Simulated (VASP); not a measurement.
# Mg3GeN (P6/mmm) in VASP: a series of runs

Mg3GeN is run at these levels: PBE; tasks: single point, relaxation of cell and atoms.

All numbers are computed with VASP 6.6.1; they aren't measurements. Logs are shortened: lines on timing, memory, paths and dates and some standing lists are left out, and cuts for length are marked.

**1. The cell of the first run**

Symmetry: P6/mmm, No. 191, hexagonal system. Conventional cell: a = 4.564 Å, b = 4.564 Å, c = 4.867 Å, α = 90.00°, β = 90.00°, γ = 120.00°. Within 3.0 Å of Mg (site symmetry mmm) lie 2 Ge at 2.28 Å and 4 Mg at 2.28 Å. Within 3.0 Å of Ge (site symmetry 6/mmm) lie 6 Mg at 2.28 Å and 2 N at 2.43 Å. N (site symmetry 6/mmm) has 2 Ge at 2.43 Å within 3.2 Å.

**2. Single point, PBE**

File INCAR:

```
SYSTEM = Mg3GeN
PREC     = Accurate       ! precision mode
ENCUT    = 520            ! plane-wave cutoff, eV
EDIFF    = 1E-6           ! SCF threshold, eV
ISMEAR   = 0              ! smearing method
SIGMA    = 0.1            ! smearing width, eV
LREAL    = .False.        ! projectors in reciprocal space
LASPH    = .True.         ! aspherical terms in the spheres
NELM     = 80             ! most SCF steps
ALGO     = Normal         ! electronic algorithm
ISIF     = 2              ! what is computed and relaxed
LWAVE    = .False.        ! write WAVECAR
LCHARG   = .False.        ! write CHGCAR
GGA      = PE             ! functional
NBANDS   = 20             ! bands
```

File KPOINTS:

```
regular mesh
0
Gamma
  6 6 4
  0 0 0
```

File POSCAR:

```
Mg3GeN
1.0
    4.5635705100      0.0000000000      0.0000000000
   -2.2817852600      3.9521680000      0.0000000000
    0.0000000000      0.0000000000      4.8670819300
Mg Ge N
3 1 1
Direct
    0.5000000000      0.0000000000      0.0000000000
    0.0000000000      0.5000000000      0.0000000000
    0.5000000000      0.5000000000      0.0000000000
    0.0000000000      0.0000000000      0.0000000000
    0.0000000000      0.0000000000      0.5000000000
```

Potentials or basis: VASP PAW PBE potentials, release 64 (Mg, Ge_d, N).

Run with:

```sh
$ cat potpaw_PBE.64/Mg/POTCAR potpaw_PBE.64/Ge_d/POTCAR potpaw_PBE.64/N/POTCAR > POTCAR
$ mpirun -np 1 vasp_std > vasp.out
```

OUTCAR:

```text
SYSTEM = Mg3GeN
   PREC = Accurate
   ENCUT = 520
   EDIFF = 1E-6
   ISMEAR = 0
   LREAL = .False.
   LASPH = .True.
   NELM = 80
   ISIF = 2
   GGA = PE

 ion  position               nearest neighbor table
   1  0.500  0.000  0.000-   4 2.28   4 2.28   2 2.28   2 2.28   3 2.28   3 2.28
   2  0.000  0.500  0.000-   3 2.28   3 2.28   1 2.28   1 2.28   4 2.28   4 2.28
   3  0.500  0.500  0.000-   2 2.28   2 2.28   4 2.28   4 2.28   1 2.28   1 2.28
   4  0.000  0.000  0.000-   1 2.28   1 2.28   3 2.28   3 2.28   2 2.28   2 2.28
   5  0.000  0.000  0.500-

  LATTYP: Found a hexagonal cell.
 ALAT       =     4.5635705100
 C/A-ratio  =     1.0665074462

  Lattice vectors:

 A1 = (   4.5635705100,   0.0000000000,   0.0000000000)
 A2 = (  -2.2817852600,   3.9521680000,   0.0000000000)
 A3 = (   0.0000000000,   0.0000000000,   4.8670819300)

Analysis of symmetry for initial positions (statically):
=====================================================================
 Subroutine PRICEL returns:
 Original cell was already a primitive cell.

 Routine SETGRP: Setting up the symmetry group for a
 hexagonal supercell.

 Subroutine GETGRP returns: Found 24 space group operations
 (whereof 24 operations were pure point group operations)
 out of a pool of 24 trial point group operations.

The static configuration has the point symmetry D_6h.

Analysis of symmetry for dynamics (positions and initial velocities):
=====================================================================
 Subroutine PRICEL returns:
 Original cell was already a primitive cell.

 Routine SETGRP: Setting up the symmetry group for a
 hexagonal supercell.

 Subroutine GETGRP returns: Found 24 space group operations
 (whereof 24 operations were pure point group operations)
 out of a pool of 24 trial point group operations.

The dynamic configuration has the point symmetry D_6h.

 Subroutine INISYM returns: Found 24 space group operations
 (whereof 24 operations are pure point group operations),
 and found     1 'primitive' translations

----------------------------------------------------------------------------------------

                                     Primitive cell

[... 88 lines left out ...]
   LSORBIT =      F    spin-orbit coupling
   LASPH  =      T    aspherical Exc in radial PAW
   ENCUT  =  520.0 eV  38.22 Ry    6.18 a.u.   8.49  8.49  9.05*2*pi/ulx,y,z
   NELM   =     80;   NELMIN=  2; NELMDL= -5     # of ELM steps
   EDIFF  = 0.1E-05   stopping-criterion for ELM
   LREAL  =      F    real-space projection
   EDIFFG = 0.1E-04   stopping-criterion for IOM
   NSW    =      0    number of steps for IOM
   IBRION =     -1    ionic relax: 0-MD 1-quasi-New 2-CG
   NFREE  =      0    steps in history (QN), initial steepest desc. (CG)
   ISIF   =      2    stress and relaxation
   ISYM   =      2    0-nonsym 1-usesym 2-fastsym
   POTIM  = 0.5000    time-step for ionic-motion
   TEBEG  =    0.0;   TEEND  =   0.0 temperature during run
   PSTRESS=    0.0 pullay stress
   NELECT =      25.0000    total number of electrons
   NUPDOWN=      -1.0000    fix difference up-down
   EMIN   =  10.00;   EMAX   =-10.00  energy-range for DOS
   EFERMI =   0.00;   METHOD = LEGACY
   ISMEAR =     0;   SIGMA  =   0.10  broadening in eV -4-tet -1-fermi 0-gaus
   EFERMI_NEDOS =   21; number of points for ismear=-14 and -15
   IALGO  =     38    algorithm
   IMIX   =      4    mixing-type and parameters
     AMIX     =   0.40;   BMIX     =  1.00
     AMIX_MAG =   1.60;   BMIX_MAG =  1.00
  volume/ion in A,a.u.               =      17.56       118.48
  Fermi-wavevector in a.u.,A,eV,Ry     =   1.077090  2.035404 15.784423  1.160122
  Thomas-Fermi vector in A             =   2.212992
   LORBIT       =      0    0 simple, 1 ext, 2 COOP (PROOUT), +10 PAW based schemes
   GGA     = PE    functional components
   LHFCALC =     F    Hartree Fock is set to
   AEXX    =    0.0000 exact exchange contribution
   IVDW    =     0    specifies the selected vdW correction
   LEPSILON=     F    determine dielectric tensor
   LRPA    =     F    only Hartree local field effects (RPA)
 non-spin polarized calculation
 Gauss-broadening in eV      SIGMA  =   0.10
  energy-cutoff  :      520.00
  volume of cell :       87.78
 maximum number of plane-waves:      2400
 NGX is ok and might be reduce to    36
   NGX = 17   NGY = 17   NGZ = 19

 number of electron      25.0000001 magnetization

 Free energy of the ion-electron system (eV)
  ---------------------------------------------------
  ext. energy  EPLUGINS =         0.00000000
  ---------------------------------------------------
  free energy    TOTEN  =        -4.15759025 eV

  energy without entropy =       -4.13379694  energy(sigma->0) =       -4.14569359

 E-fermi :   3.0944     XC(G=0):  -9.1009

 val. band max:        3.0651466808   @ k =   0.3333   0.3333   0.5000
 cond. band min:       3.0995137392   @ k =   0.0000   0.0000   0.2500
 fundamental gap:      0.0343670584
 Fermi energy:         3.0943565670

 k-point     1 :       0.0000    0.0000    0.0000
  band No.  band energies     occupation
      1     -21.6963      2.00000
      2     -21.6963      2.00000
      3     -21.6329      2.00000
      4     -21.6054      2.00000
      5     -21.6054      2.00000
      6      -9.7097      2.00000
[... 472 lines left out ...]
     19      11.7106      0.00000
     20      12.2622      0.00000

------------------------ aborting loop because EDIFF is reached ----------------------------------------

  FORCE on cell =-STRESS in cart. coord.  units (eV):
  Direction    XX          YY          ZZ          XY          YZ          ZX
  --------------------------------------------------------------------------------------
  -------------------------------------------------------------------------------------
  Total       41.6114449     41.6114451    -11.0479461     -0.0000001      0.0000000      0.0000000
  in kB      759.4768832    759.4768856   -201.6430743     -0.0000010      0.0000000      0.0000000
  external PRESSURE =     439.1035648 kB  Pullay stress =       0.0000000 kB

 VOLUME and BASIS-vectors are now :
 -----------------------------------------------------------------------------
  energy-cutoff  :      520.00
  volume of cell :       87.78
      direct lattice vectors                 reciprocal lattice vectors
     4.563570510  0.000000000  0.000000000     0.219126668  0.126512841  0.000000000
    -2.281785260  3.952168000  0.000000000     0.000000000  0.253025681  0.000000000
     0.000000000  0.000000000  4.867081930     0.000000000  0.000000000  0.205461920

 POSITION                                       TOTAL-FORCE (eV/Angst)
 -----------------------------------------------------------------------------------
      2.28179      0.00000      0.00000        -0.000000      0.000000      0.000000
     -1.14089      1.97608      0.00000        -0.000000      0.000000      0.000000
      1.14089      1.97608      0.00000        -0.000000      0.000000      0.000000
      0.00000      0.00000      0.00000         0.000000      0.000000      0.000000
      0.00000      0.00000      2.43354        -0.000000      0.000000      0.000000
 -----------------------------------------------------------------------------------
    total drift:                               -0.000000     -0.000000     -0.000000

  FREE ENERGIE OF THE ION-ELECTRON SYSTEM (eV)
  ---------------------------------------------------
  free  energy   TOTEN  =        -4.1575902484 eV

  energy  without entropy=       -4.1337969394  energy(sigma->0) =       -4.14569359
```

Wall time 36 s (1 thread of Oxide Virtual Turin-like, shared host); peak memory 0.19 GiB.

Results:

```
Free energy : -4.1576 eV
Pressure    : 43.9 GPa
```

**3. Single point, PBE**

This run uses another cell than the first one, of 23.41 Å³/atom, 1.334 times its volume.

File INCAR:

```
ALGO     = Normal         # electronic algorithm
EDIFF    = 1E-6           # SCF threshold, eV
ENCUT    = 520            # plane-wave cutoff, eV
GGA      = PE             # functional
ISIF     = 2              # what is computed and relaxed
ISMEAR   = 0              # smearing method
LASPH    = T              # aspherical terms in the spheres
LCHARG   = F              # write CHGCAR
LREAL    = F              # projectors in reciprocal space
LWAVE    = F              # write WAVECAR
NBANDS   = 20             # bands
NELM     = 60             # most SCF steps
PREC     = Accurate       # precision mode
SIGMA    = 0.1            # smearing width, eV
```

File KPOINTS:

```
k-points
0
Gamma
  6 6 4
```

POSCAR: that of step 2 with these lines changed.

```diff
@@ -2,5 +2,5 @@
 1.0
-    4.5635705100      0.0000000000      0.0000000000
-   -2.2817852600      3.9521680000      0.0000000000
-    0.0000000000      0.0000000000      4.8670819300
+    5.9626134993      0.0000000038      0.0000000000
+   -2.9813067529      5.1637747614      0.0000000000
+    0.0000000000      0.0000000000      3.8023592585
 Mg Ge N
```

Potentials or basis: VASP PAW PBE potentials, release 64 (Mg, Ge_d, N).

Run with:

```sh
$ cat potpaw_PBE.64/Mg/POTCAR potpaw_PBE.64/Ge_d/POTCAR potpaw_PBE.64/N/POTCAR > POTCAR
$ mpirun -np 1 vasp_std > vasp.out
```

It took 85 s on 1 thread of Oxide Virtual Turin-like, shared host; peak memory 0.23 GiB.

The run converged. Its results:

```yaml
Free_energy: -14.0838 eV
Pressure: -0.1 GPa
```

Stress tensor (GPa, compression positive):
```
 0.05  0.00  0.00
 0.00  0.05  0.00
 0.00  0.00 -0.31
```

Levels at points of the mesh, in eV from the Fermi level:
```csv
k point,band 9,band 10,band 11,band 12,band 13,band 14,band 15,band 16
"(0.00, 0.00, 0.00)",-4.23,-4.23,-2.85,-1.14,-0.31,-0.31,1.24,1.24
"(0.50, 0.00, 0.00)",-5.17,-4.49,-2.80,-1.68,0.41,1.88,2.55,2.83
"(0.00, 0.00, 0.50)",-2.18,-2.18,-1.83,-1.83,-1.40,0.14,1.64,1.64
"(0.50, 0.00, 0.50)",-2.73,-2.27,-2.21,-1.71,0.18,0.50,0.88,1.70
```

Caveat: the k points lie up to 0.41 Å⁻¹ apart.

**4. Single point, PBE**

This run uses another cell than the first one, of 22.92 Å³/atom, 1.305 times its volume.

File INCAR:

```
PREC     = Accurate       # precision mode
ENCUT    = 520            # plane-wave cutoff, eV
EDIFF    = 1E-6           # SCF threshold, eV
ISMEAR   = 0              # smearing method
SIGMA    = 0.1            # smearing width, eV
LREAL    = F              # projectors in reciprocal space
LASPH    = T              # aspherical terms in the spheres
NELM     = 100            # most SCF steps
ALGO     = Normal         # electronic algorithm
ISIF     = 2              # what is computed and relaxed
LWAVE    = F              # write WAVECAR
LCHARG   = F              # write CHGCAR
GGA      = PE             # functional
NBANDS   = 20             # bands
```

File KPOINTS:

```
regular mesh
0
Gamma
  6 6 10
```

POSCAR: that of step 3 with these lines changed.

```diff
@@ -2,5 +2,5 @@
 1.0
-    5.9626134993      0.0000000038      0.0000000000
-   -2.9813067529      5.1637747614      0.0000000000
-    0.0000000000      0.0000000000      3.8023592585
+    5.9121864170      0.0000000000      0.0000000000
+   -2.9560932085      5.1201036291      0.0000000000
+    0.0000000000      0.0000000000      3.7852441550
 Mg Ge N
```

Potentials or basis: VASP PAW PBE potentials, release 64 (Mg, Ge_d, N).

Run with:

```sh
$ cat potpaw_PBE.64/Mg/POTCAR potpaw_PBE.64/Ge_d/POTCAR potpaw_PBE.64/N/POTCAR > POTCAR
$ mpirun -np 1 vasp_std > vasp.out
```

OUTCAR:

```text
PREC = Accurate
   ENCUT = 520
   EDIFF = 1E-6
   ISMEAR = 0
   LREAL = F
   LASPH = T
   NELM = 100
   ISIF = 2
   GGA = PE

 ion  position               nearest neighbor table
   1  0.500  0.000  0.000-   4 2.96   4 2.96   2 2.96   3 2.96   3 2.96   2 2.96
   2  0.000  0.500  0.000-   3 2.96   3 2.96   4 2.96   4 2.96   1 2.96   1 2.96
   3  0.500  0.500  0.000-   2 2.96   2 2.96   4 2.96   1 2.96   1 2.96   4 2.96
   4  0.000  0.000  0.000-   5 1.89   5 1.89   1 2.96   1 2.96   3 2.96   2 2.96   2 2.96   3 2.96

[... 759 lines left out ...]
  -------------------------------------------------------------------------------------
  Total       -0.0958241     -0.0958241     -0.1018844     -0.0000000      0.0000000      0.0000000
  in kB       -1.3398762     -1.3398762     -1.4246153     -0.0000000      0.0000000      0.0000000
  external PRESSURE =      -1.3681226 kB  Pullay stress =       0.0000000 kB

 VOLUME and BASIS-vectors are now :
 -----------------------------------------------------------------------------
  energy-cutoff  :      520.00
  volume of cell :      114.58
      direct lattice vectors                 reciprocal lattice vectors
     5.912186417  0.000000000  0.000000000     0.169142163  0.097654273  0.000000000
    -2.956093209  5.120103629  0.000000000     0.000000000  0.195308547  0.000000000
     0.000000000  0.000000000  3.785244155     0.000000000  0.000000000  0.264183751

 POSITION                                       TOTAL-FORCE (eV/Angst)
 -----------------------------------------------------------------------------------
      2.95609      0.00000      0.00000         0.000000      0.000000      0.000000
     -1.47805      2.56005      0.00000         0.000000      0.000000      0.000000
      1.47805      2.56005      0.00000        -0.000000      0.000000      0.000000
      0.00000      0.00000      0.00000        -0.000000      0.000000      0.000000
      0.00000      0.00000      1.89262        -0.000000      0.000000      0.000000
 -----------------------------------------------------------------------------------
    total drift:                                0.000000     -0.000000      0.000000

  FREE ENERGIE OF THE ION-ELECTRON SYSTEM (eV)
  ---------------------------------------------------
  free  energy   TOTEN  =       -14.2593816255 eV

  energy  without entropy=      -14.2494944885  energy(sigma->0) =      -14.25443806
```

OSZICAR:

```text
N       E                     dE             d eps       ncg     rms          rms(c)
DAV:   1     0.152081306955E+03    0.15208E+03   -0.11106E+04  1956   0.165E+03
DAV:   2     0.811963967847E+01   -0.14396E+03   -0.13794E+03  1888   0.469E+02
DAV:   3    -0.165742643141E+02   -0.24694E+02   -0.24283E+02  2028   0.115E+02
DAV:   4    -0.177529280452E+02   -0.11787E+01   -0.11760E+01  1948   0.290E+01
DAV:   5    -0.177824966105E+02   -0.29569E-01   -0.29564E-01  1992   0.475E+00    0.108E+01
DAV:   6    -0.164058967166E+02    0.13766E+01   -0.56575E+01  2248   0.323E+01    0.106E+01
DAV:   7    -0.142367251501E+02    0.21692E+01   -0.13477E+01  1916   0.119E+01    0.254E+00
DAV:   8    -0.142902066149E+02   -0.53481E-01   -0.11161E+00  1788   0.552E+00    0.111E+00
DAV:   9    -0.142648075010E+02    0.25399E-01   -0.16193E-01  2192   0.196E+00    0.591E-01
DAV:  10    -0.142591390765E+02    0.56684E-02   -0.32603E-02  1904   0.854E-01    0.128E-01
DAV:  11    -0.142594686495E+02   -0.32957E-03   -0.27145E-03  2156   0.394E-01    0.954E-02
DAV:  12    -0.142593807294E+02    0.87920E-04   -0.45944E-04  2324   0.115E-01    0.224E-02
DAV:  13    -0.142593812948E+02   -0.56540E-06   -0.59016E-05  1884   0.393E-02    0.297E-03
DAV:  14    -0.142593816255E+02   -0.33072E-06   -0.13494E-06  1456   0.776E-03
   1 F= -.14259382E+02 E0= -.14254438E+02  d E =-.988714E-02
```

Wall time 2 min (1 thread of Oxide Virtual Turin-like, shared host); peak memory 0.27 GiB.

What came out:

```
Free energy : -14.2594 eV
Pressure    : -0.1 GPa
```

Levels at points of the mesh, in eV from the Fermi level:
```csv
k point,band 10,band 11,band 12,band 13,band 14,band 15
"(0.00, 0.00, 0.00)",-4.30,-2.75,-1.08,-0.20,-0.20,1.23
"(0.50, 0.00, 0.00)",-4.54,-2.73,-1.71,0.42,2.03,2.60
"(0.00, 0.00, 0.50)",-2.29,-1.79,-1.79,-1.37,0.22,1.78
"(0.50, 0.00, 0.50)",-2.38,-2.17,-1.65,0.24,0.53,0.89
```

**5. Relaxation of cell and atoms, PBE**

File INCAR:

```
SYSTEM = Mg3GeN
PREC = Accurate
ENCUT = 600
EDIFF = 1E-6
ISMEAR = 0
SIGMA = 0.1
LREAL = .False.
LASPH = .True.
NELM = 80
ALGO = Normal
ISIF = 3
LWAVE = .False.
LCHARG = .False.
GGA = PE
IBRION = 2
NSW = 90
EDIFFG = -0.04
```

File KPOINTS:

```
regular mesh
0
Gamma
  6 6 4
  0 0 0
```

POSCAR: that of step 4 with these lines changed.

```diff
@@ -2,5 +2,5 @@
 1.0
-    5.9121864170      0.0000000000      0.0000000000
-   -2.9560932085      5.1201036291      0.0000000000
-    0.0000000000      0.0000000000      3.7852441550
+    4.5635705100      0.0000000000      0.0000000000
+   -2.2817852600      3.9521680000      0.0000000000
+    0.0000000000      0.0000000000      4.8670819300
 Mg Ge N
```

Run with:

```sh
$ cat potpaw_PBE.64/Mg/POTCAR potpaw_PBE.64/Ge_d/POTCAR potpaw_PBE.64/N/POTCAR > POTCAR
$ mpirun -np 1 vasp_std > vasp.out
```

Run time: 4.7 min. Hardware: 1 thread of Oxide Virtual Turin-like, shared host; peak memory 0.22 GiB.

It converged, with:

```
Free energy                            : -14.0058 eV
Relaxed volume                         : 22.92 Å³/atom
Relaxed cell                           : a = 5.885 Å, b = 5.885 Å, c = 3.821 Å, α = 90.00°, β = 90.00°, γ = 120.00°
Space group after relaxing (to 0.05 Å) : P6/mmm (No. 191)
Energy gained by relaxing              : 1969.2 meV/atom
Ionic steps                            : 9
Pressure after relaxing                : 0.1 GPa
```

Stress tensor (GPa, compression positive):
```
 0.19  0.00  0.00
 0.00  0.19  0.00
 0.00  0.00 -0.15
```

The path:
```csv
step,energy change (eV),largest force (eV/Å),pressure (GPa),volume (Å³)
1,0.0000,0.0000,43.90,87.78
2,-8.6026,0.0000,-7.57,154.01
3,-8.9247,0.0000,-3.49,130.87
4,-8.9827,0.0000,-5.04,136.73
5,-8.9802,0.0000,-4.75,135.37
6,-9.6625,0.0000,-2.82,122.95
7,-9.8399,0.0000,-0.53,115.95
8,-9.8459,0.0000,0.26,114.19
9,-9.8460,0.0000,0.08,114.61
```

Final structure:
```
Mg Ge N
1.0
     5.88504    0.00000    0.00000
    -2.94252    5.09660    0.00000
     0.00000    0.00000    3.82103
Mg Ge N
3 1 1
Direct
  0.50000 0.00000 0.00000
  0.00000 0.50000 0.00000
  0.50000 0.50000 0.00000
  0.00000 0.00000 0.00000
  0.00000 0.00000 0.50000
```

Levels at points of the mesh, in eV from the Fermi level:
| k point | band 10 | band 11 | band 12 | band 13 | band 14 | band 15 |
| --- | --- | --- | --- | --- | --- | --- |
| (0.00, 0.00, 0.00) | -4.22 | -2.84 | -1.11 | -0.19 | -0.19 | 1.26 |
| (0.50, 0.00, 0.00) | -4.49 | -2.78 | -1.58 | 0.51 | 2.04 | 2.52 |
| (0.00, 0.00, 0.50) | -2.15 | -1.88 | -1.88 | -1.40 | 0.12 | 1.70 |
| (0.50, 0.00, 0.50) | -2.27 | -2.25 | -1.73 | 0.21 | 0.59 | 0.88 |

Caveat: the volume moved by over 15 % at a fixed basis, so the end points are rough.

[end of part 1 of 2]
